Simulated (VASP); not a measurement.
Input of a VASP 6.6.1 run:

INCAR

```
SYSTEM = AlGaN2
ALGO = Normal ; EDIFF = 1E-6
ENCUT = 520 ; ISIF = 2
ISMEAR = 0 ; LASPH = .TRUE.
LCHARG = .FALSE. ; LREAL = .FALSE.
LWAVE = .FALSE. ; NBANDS = 21
NELM = 80 ; PREC = Accurate
SIGMA = 0.02
```

KPOINTS

```
k-points
0
G
  8 8 6
  0 0 0
```

File POSCAR:

```
AlGaN2
1.0
    3.0529807377      0.0000000000      0.0000000000
    0.0000000000      3.0529807377      0.0000000000
    0.0000000000      0.0000000000      4.4789940914
Al Ga N
1 1 2
Direct
    0.5000000000      0.5000000000      0.5000000000
    0.0000000000      0.0000000000      0.0000000000
    0.5000000000      0.0000000000      0.7405876473
    0.0000000000      0.5000000000      0.2594123527
```

Potentials or basis: VASP PAW LDA potentials, release 64 (Al, Ga_d, N).

Run with:

```console
$ cat potpaw_LDA.64/Al/POTCAR potpaw_LDA.64/Ga_d/POTCAR potpaw_LDA.64/N/POTCAR > POTCAR
$ mpirun -np 1 vasp_std > vasp.out
```

**Question.** What does it give for the band gap on the k mesh?

**Answer.** 3.11 eV, indirect (least direct gap 3.14 eV).

**Question.** Estimate the largest force.

**Answer.** 0.032 eV/Å.

**Question.** Predict the pressure.

**Answer.** 5.0 GPa.

Stress tensor (GPa, compression positive):
```
6.96 0.00 0.00
0.00 6.96 0.00
0.00 0.00 1.01
```

A k mesh can miss the band edges. As with any semilocal functional, this LDA gap is likely too small.
